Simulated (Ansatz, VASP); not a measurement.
**ZrSi4Ru: VASP beside Ansatz**

```
Zr Si Ru
1.0
     4.16611    0.00000    0.00000
    -2.08306    3.60796    0.00000
     0.00000    0.00000    5.95119
Zr Si Ru
1 4 1
Direct
  0.00000 0.00000 0.00000
  0.33333 0.66667 0.29094
  0.33333 0.66667 0.70906
  0.66667 0.33333 0.70906
  0.66667 0.33333 0.29094
  0.00000 0.00000 0.50000
```

Alike in both runs: functional PBE; k mesh 12 × 12 × 6; occupations gaussian, width 0.1 eV; no spin polarisation.

Ansatz relaxed the structure, and its values are those at the end. VASP's run is a single point on that final structure, the one shown.

|  | VASP | Ansatz |
| --- | --- | --- |
| version | VASP 6.6.1 | Ansatz 0.2.0 |
| potentials or method | VASP PAW PBE potentials, release 64 (Zr_sv, Si, Ru_pv), cutoff 500 eV | scalar-relativistic, plane waves, PAW |
| valence electrons in the cell | 42 | 44 |

|  | VASP | Ansatz | Ansatz less VASP |
| --- | --- | --- | --- |
| gap on the k mesh at the Fermi level (eV) | none | none | - |
| pressure (GPa) | -0.1 | 0.0 | +0.06 |

A gap of «none» marks a metal or a gap that the smearing closes. VASP's potentials hold 42 valence electrons a cell and Ansatz's 44, so a difference there can come from the potentials and not from the codes.
